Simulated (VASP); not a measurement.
Here is a VASP 6.6.1 calculation.

INCAR

```
SYSTEM = RbBr
PREC = Accurate
ENCUT = 500
EDIFF = 1E-6
ISMEAR = 0
SIGMA = 0.15
LREAL = .FALSE.
LASPH = .TRUE.
NELM = 120
ALGO = Normal
ISIF = 2
LWAVE = .FALSE.
LCHARG = .FALSE.
GGA = PE
NBANDS = 24
GGA_COMPAT = .FALSE.
```

The input KPOINTS:

```
regular mesh
0
G
  3 3 3
  0 0 0
```

POSCAR

```
RbBr
1.0
    5.9234779181      0.0000000000      0.0000000000
    0.0000000000      5.9234779181      0.0000000000
    0.0000000000      0.0000000000      4.1954250112
Rb Br
2 2
Direct
    0.0000000000      0.0000000000      0.0000000000
    0.5000000000      0.5000000000      0.0000000000
    0.5000000000      0.0000000000      0.4973663110
    0.0000000000      0.5000000000      0.5026336890
```

Potentials or basis: VASP PAW PBE potentials, release 64 (Rb_sv, Br).

The run is started by

```console
$ cat potpaw_PBE.64/Rb_sv/POTCAR potpaw_PBE.64/Br/POTCAR > POTCAR
$ mpirun -np 1 vasp_std > vasp.out
```

(1) What does it give for the pressure?

(2) Estimate the band gap on the k mesh.

(3) Estimate the largest force.

Results:

(1) 0.1 GPa.

(2) 3.93 eV.

(3) 0.004 eV/Å.

Caveat: the k points lie up to 0.50 Å⁻¹ apart.
